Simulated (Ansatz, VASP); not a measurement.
This is a calculation of Pb for VASP 6.6.1.

Contents of INCAR:

```
  PREC = Accurate
  ENCUT = 520
  EDIFF = 1E-7
  ISMEAR = -1
  SIGMA = 0.05
  LREAL = False
  LASPH = True
  NELM = 60
  ALGO = Normal
  ISIF = 2
  LWAVE = False
  LCHARG = False
  GGA = PS
  NBANDS = 36
```

File KPOINTS:

```
regular mesh
0
Gamma
  9 9 1
```

The input POSCAR:

```
Pb
1.0
    3.4800006906      0.0000000000      0.0000000000
   -1.7400003453      3.0137690032      0.0000000000
    0.0000000000      0.0000000000     23.3850000000
Pb
4
Direct
    0.6666666667      0.3333333334      0.3207184092
    0.3333333333      0.6666666666      0.4402394697
    0.6666666667      0.3333333334      0.5597605303
    0.3333333333      0.6666666666      0.6792815908
```

Potentials or basis: VASP PAW PBE potentials, release 64 (Pb_d).

Launch:

```sh
$ cat potpaw_PBE.64/Pb_d/POTCAR > POTCAR
$ mpirun -np 1 vasp_std > vasp.out
```

**Question.** Translate it to Ansatz 0.2.0. Potentials there: all-electron LAPW, scalar-relativistic.

**Answer.** As run (the cutoff follows the program's own potentials):

Contents of input.yaml:

```yaml
crystal:
  lattice:
    - [3.4800006906, 0.0, 0.0]
    - [-1.7400003453, 3.0137690032, 0.0]
    - [0.0, 0.0, 23.385]
  atoms:
    - { symbol: Pb, position: [0.6666666667, 0.3333333334, 0.3207184092] }
    - { symbol: Pb, position: [0.3333333333, 0.6666666666, 0.4402394697] }
    - { symbol: Pb, position: [0.6666666667, 0.3333333334, 0.5597605303] }
    - { symbol: Pb, position: [0.3333333333, 0.6666666666, 0.6792815908] }
kpoints:
  mp_grid: { grid: [9, 9, 1] }
scf:
  occupations: { method: fermi_dirac, width: 0.05 }
hamiltonian:
  xc: pbesol
  pseudopotentials: { kind: all_electron, lapw: { basis_error: 0.002 } }
output:
  forces: true
  stress: true
  eigenvalues: true
```

Potentials or basis: all-electron LAPW, scalar-relativistic.

Run with:

```console
$ ansatz run input.yaml --threads 4 --pin off --max-ram 14336MiB --backend cpu --events-out ev --progress --plain --runs-dir out
```

Both were run:

|  | VASP | Ansatz | Ansatz less VASP |
| --- | --- | --- | --- |
| gap on the k mesh at the Fermi level (eV) | none | none | - |
| rms of the force components (eV/Å) | 0.179 | 0.180 | +0.0001 |

VASP's potentials were made for PBE, not for PBEsol. Atom by atom the forces differ by 0.000 eV/Å (rms over components). A gap of «none» marks a metal or a gap that the smearing closes. Ansatz ran all-electron here, and VASP with PAW potentials.

Neither program's run includes spin-orbit coupling.
